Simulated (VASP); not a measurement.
# WSe2 (R3m) in VASP: single point with PBE

Aim: the single point of WSe2 with PBE.

Everything below comes from runs of VASP 6.6.1. Logs are shortened: lines on timing, memory, paths and dates and some standing lists are left out, and cuts for length are marked.

## (1) The cell of the first run

The structure is trigonal, space group R3m (No. 160). The conventional cell has a = 3.302 Å, b = 3.302 Å, c = 19.739 Å, α = 90.00°, β = 90.00°, γ = 120.00°. Within 3.4 Å of W (site symmetry 3m) lie 6 Se at 2.53 Å and 6 W at 3.30 Å. Se (site symmetry 3m) has 3 W at 2.53 Å and 7 Se at 3.30 to 3.33 Å within 3.4 Å. Se (site symmetry 3m) has 3 W at 2.53 Å and 7 Se at 3.30 to 3.33 Å within 3.4 Å.

## (2) Single point, PBE, non-collinear spin, zero start, spin-orbit coupling

INCAR

```
SYSTEM = WSe2
ALGO = Normal
EDIFF = 1E-6
ENCUT = 520
GGA = PE
GGA_COMPAT = .False.
ISIF = 2
ISMEAR = -1
LASPH = .True.
LCHARG = .True.
LMAXMIX = 4
LORBIT = 11
LORBMOM = .True.
LREAL = .False.
LSORBIT = .True.
LVHAR = .True.
LWAVE = .False.
MAGMOM = 0 0 0 0 0 0 0 0 0
NBANDS = 39
NELM = 150
PREC = Accurate
SIGMA = 0.02
```

KPOINTS

```
k-points
0
Gamma
  10 10 10
  0 0 0
```

POSCAR

```
WSe2
1.0
    1.6510739551      0.9532479924      6.5796479690
   -1.6510739551      0.9532479924      6.5796479690
    0.0000000000     -1.9064959848      6.5796479690
W Se
1 2
Direct
   -0.0000183143     -0.0000183143     -0.0000183143
    0.4176504313      0.4176504313      0.4176504313
    0.2490345496      0.2490345496      0.2490345496
```

Potentials or basis: VASP PAW PBE potentials, release 64 (W_sv, Se).

Launch:

```sh
cat potpaw_PBE.64/W_sv/POTCAR potpaw_PBE.64/Se/POTCAR > POTCAR
mpirun -np 1 vasp_ncl > vasp.out
```

OUTCAR:

```text
SYSTEM = WSe2
   EDIFF = 1E-6
   ENCUT = 520
   GGA = PE
   ISIF = 2
   ISMEAR = -1
   LASPH = .True.
   LORBIT = 11
   LREAL = .False.
   LSORBIT = .True.
   NELM = 150
   PREC = Accurate

 ion  position               nearest neighbor table
   1  1.000  1.000  1.000-   3 2.53   3 2.53   3 2.53   2 2.53   2 2.53   2 2.53
   2  0.418  0.418  0.418-   1 2.53   1 2.53   1 2.53
   3  0.249  0.249  0.249-   1 2.53   1 2.53   1 2.53

  LATTYP: Found a trigonal (rhomboedric) cell.
 ALAT       =     6.8502915512
 COS(alpha) =     0.8838163710

  Lattice vectors:

 A1 = (   1.6510739551,   0.9532479924,   6.5796479690)
 A2 = (  -1.6510739551,   0.9532479924,   6.5796479690)
 A3 = (   0.0000000000,  -1.9064959848,   6.5796479690)

Analysis of symmetry for initial positions (statically):
=====================================================================
 Subroutine PRICEL returns:
 Original cell was already a primitive cell.

 Routine SETGRP: Setting up the symmetry group for a
 trigonal (rhombohedral) supercell.

 Subroutine GETGRP returns: Found  6 space group operations
 (whereof  6 operations were pure point group operations)
 out of a pool of 12 trial point group operations.

The static configuration has the point symmetry C_3v.

Analysis of symmetry for dynamics (positions and initial velocities):
=====================================================================
 Subroutine PRICEL returns:
 Original cell was already a primitive cell.

 Routine SETGRP: Setting up the symmetry group for a
 trigonal (rhombohedral) supercell.

 Subroutine GETGRP returns: Found  6 space group operations
 (whereof  6 operations were pure point group operations)
 out of a pool of 12 trial point group operations.

The dynamic configuration has the point symmetry C_3v.

Analysis of structural, dynamic, and magnetic symmetry:
=====================================================================
 Subroutine PRICEL returns:
 Original cell was already a primitive cell.

 Routine SETGRP: Setting up the symmetry group for a
 trigonal (rhombohedral) supercell.

 Subroutine GETGRP returns: Found  6 space group operations
 (whereof  6 operations were pure point group operations)
 out of a pool of 12 trial point group operations.

The overall configuration has the point symmetry C_3v.

 Subroutine INISYM returns: Found  6 space group operations
 (whereof  6 operations are pure point group operations),
 and found     1 'primitive' translations

----------------------------------------------------------------------------------------

                                     Primitive cell

  volume of cell :      62.1336

  direct lattice vectors                    reciprocal lattice vectors
     1.651073955  0.953247992  6.579647969     0.302833194  0.174840826  0.050661272
    -1.651073955  0.953247992  6.579647969    -0.302833194  0.174840826  0.050661272
     0.000000000 -1.906495985  6.579647969     0.000000000 -0.349681653  0.050661272

  length of vectors
     6.850291551  6.850291551  6.850291551     0.353332453  0.353332453  0.353332453

  position of ions in fractional coordinates (direct lattice)
     0.999981686  0.999981686  0.999981686
     0.417650431  0.417650431  0.417650431
     0.249034550  0.249034550  0.249034550

  ion indices of the primitive-cell ions
   primitive index   ion index
                 1           1
                 2           2
                 3           3

----------------------------------------------------------------------------------------

 KPOINTS: k-points

Automatic generation of k-mesh.
 Grid dimensions read from file:
 generate k-points for:   10   10   10

 Generating k-lattice:

  Cartesian coordinates                     Fractional coordinates (reciprocal lattice)
     0.030283319  0.017484083  0.005066127     0.100000000  0.000000000  0.000000000
    -0.030283319  0.017484083  0.005066127     0.000000000  0.100000000  0.000000000
     0.000000000 -0.034968165  0.005066127     0.000000000  0.000000000  0.100000000
[... 99 lines left out ...]

 number of electron      26.0000000 magnetization      -0.0000000     -0.0000000     -0.0000000

 Free energy of the ion-electron system (eV)
  ---------------------------------------------------
  ext. energy  EPLUGINS =         0.00000000
  ---------------------------------------------------
  free energy    TOTEN  =       -22.39497283 eV

  energy without entropy =      -22.39497283  energy(sigma->0) =      -22.39497283

 E-fermi :   6.5386     XC(G=0): -10.6056

 val. band max:        6.0751595890   @ k =   0.5000   0.5000   0.5000
 cond. band min:       6.9941726098   @ k =  -0.2000   0.2000   0.0000
 fundamental gap:      0.9190130209
 Fermi energy:         6.5386392185

 k-point     1 :       0.0000    0.0000    0.0000
  band No.  band energies     occupation
      1     -68.3173      1.00000
      2     -68.3173      1.00000
      3     -38.4044      1.00000
      4     -38.4044      1.00000
      5     -29.7499      1.00000
      6     -29.7499      1.00000
[... 973 lines left out ...]
     37      13.0106      0.00000
     38      13.1169      0.00000

 [... further k-points ...]

 [bands above 38 left out]

------------------------ aborting loop because EDIFF is reached ----------------------------------------

  FORCE on cell =-STRESS in cart. coord.  units (eV):
  Direction    XX          YY          ZZ          XY          YZ          ZX
  --------------------------------------------------------------------------------------
  -------------------------------------------------------------------------------------
  Total        1.2957281      1.2957281      1.9497662      0.0000000      0.0000000      0.0000000
  in kB       33.4116664     33.4116664     50.2767023      0.0000000      0.0000000      0.0000000
  external PRESSURE =      39.0333450 kB  Pullay stress =       0.0000000 kB

 VOLUME and BASIS-vectors are now :
 -----------------------------------------------------------------------------
  energy-cutoff  :      520.00
  volume of cell :       62.13
      direct lattice vectors                 reciprocal lattice vectors
     1.651073955  0.953247992  6.579647969     0.302833194  0.174840826  0.050661272
    -1.651073955  0.953247992  6.579647969    -0.302833194  0.174840826  0.050661272
     0.000000000 -1.906495985  6.579647969     0.000000000 -0.349681653  0.050661272

 POSITION                                       TOTAL-FORCE (eV/Angst)
 -----------------------------------------------------------------------------------
      0.00000      0.00000     19.73858         0.000000      0.000000      0.001387
      0.00000      0.00000      8.24398         0.000000     -0.000000      0.350655
      0.00000      0.00000      4.91568         0.000000      0.000000     -0.352042
 -----------------------------------------------------------------------------------
    total drift:                                0.000000     -0.000000     -0.000111

  FREE ENERGIE OF THE ION-ELECTRON SYSTEM (eV)
  ---------------------------------------------------
  free  energy   TOTEN  =       -22.3949728320 eV

  energy  without entropy=      -22.3949728320  energy(sigma->0) =      -22.39497283

 orbital moment (x)

 # of ion     p       d       tot
 ----------------------------------------
  1        -0.000  -0.000  -0.000
  2         0.000   0.000   0.000
  3         0.000   0.000   0.000
 ----------------------------------------
            0.000  -0.000  -0.000

 orbital moment (y)

 # of ion     p       d       tot
 ----------------------------------------
  1         0.000  -0.000  -0.000
  2        -0.000   0.000   0.000
  3        -0.000   0.000   0.000
 ----------------------------------------
            0.000  -0.000  -0.000

 orbital moment (z)

 # of ion     p       d       tot
 ----------------------------------------
  1         0.000   0.000   0.000
  2         0.000   0.000   0.000
  3         0.000  -0.000  -0.000
 ----------------------------------------
            0.000  -0.000  -0.000

 Spin-Orbit-Coupling matrix elements

 Ion:    1  E_soc:     -1.5309066
 l=   1
     0.0000000    -0.2248752    -0.2254518
    -0.2248752     0.0000000    -0.2248752
    -0.2254518    -0.2248752     0.0000000
 l=   2
     0.0000000    -0.0057029     0.0000000    -0.0057029    -0.0260204
    -0.0057029     0.0000000    -0.0181997    -0.0050197    -0.0057029
     0.0000000    -0.0181997     0.0000000    -0.0181997     0.0000000
    -0.0057029    -0.0050197    -0.0181997     0.0000000    -0.0057029
    -0.0260204    -0.0057029     0.0000000    -0.0057029     0.0000000
 l=   3
     0.0000000     0.0000000     0.0000000     0.0000000     0.0000000     0.0000000     0.0000000
     0.0000000     0.0000000     0.0000000     0.0000000     0.0000000     0.0000000     0.0000000
     0.0000000     0.0000000     0.0000000     0.0000000     0.0000000     0.0000000     0.0000000
     0.0000000     0.0000000     0.0000000     0.0000000     0.0000000     0.0000000     0.0000000
[... 29 lines left out ...]
 l=   2
     0.0000000     0.0000063     0.0000000     0.0000063     0.0000036
     0.0000063     0.0000000     0.0000049     0.0000124     0.0000063
     0.0000000     0.0000049     0.0000000     0.0000049     0.0000000
     0.0000063     0.0000124     0.0000049     0.0000000     0.0000063
     0.0000036     0.0000063     0.0000000     0.0000063     0.0000000
 l=   3
     0.0000000     0.0000000     0.0000000     0.0000000     0.0000000     0.0000000     0.0000000
     0.0000000     0.0000000     0.0000000     0.0000000     0.0000000     0.0000000     0.0000000
     0.0000000     0.0000000     0.0000000     0.0000000     0.0000000     0.0000000     0.0000000
     0.0000000     0.0000000     0.0000000     0.0000000     0.0000000     0.0000000     0.0000000
     0.0000000     0.0000000     0.0000000     0.0000000     0.0000000     0.0000000     0.0000000
     0.0000000     0.0000000     0.0000000     0.0000000     0.0000000     0.0000000     0.0000000
     0.0000000     0.0000000     0.0000000     0.0000000     0.0000000     0.0000000     0.0000000

 total charge

# of ion       s       p       d       tot
------------------------------------------
    1        2.311   6.283   3.392  11.986
    2        1.476   2.355   0.071   3.902
    3        1.476   2.356   0.071   3.902
--------------------------------------------------
tot          5.263  10.995   3.533  19.790

 magnetization (x)

# of ion       s       p       d       tot
------------------------------------------
    1       -0.000   0.000   0.000  -0.000
    2        0.000  -0.000   0.000  -0.000
    3        0.000   0.000   0.000   0.000
--------------------------------------------------
tot          0.000   0.000   0.000   0.000

 magnetization (y)

# of ion       s       p       d       tot
------------------------------------------
    1        0.000   0.000   0.000   0.000
    2        0.000   0.000   0.000   0.000
    3        0.000   0.000   0.000   0.000
--------------------------------------------------
tot          0.000   0.000   0.000   0.000

 magnetization (z)

# of ion       s       p       d       tot
------------------------------------------
    1        0.000   0.000   0.000   0.000
    2        0.000   0.000   0.000   0.000
    3        0.000   0.000   0.000   0.000
--------------------------------------------------
tot          0.000   0.000   0.000   0.000
```

Wall time 2.3 h (1 thread of Oxide Virtual Turin-like, shared host); peak memory 1.4 GiB.

Results:

| Quantity | Value |
| --- | --- |
| Free energy | -22.3950 eV |
| Pressure | 3.9 GPa |
| Largest force | 0.352 eV/Å |
| Net moment | 0.00 μB per cell |
| Valence electrons inside the program's atomic spheres | W 11.99; Se 3.90 |

Forces in eV/Å, atoms in the order of the input:
```
W    0.000  0.000  0.001
Se   0.000  0.000  0.351
Se   0.000  0.000 -0.352
```

Moments on the atoms (μB; x, y, z):
```
W   0.00 0.00 0.00
Se  0.00 0.00 0.00
Se  0.00 0.00 0.00
```

Caveat: the cell stands under pressure.
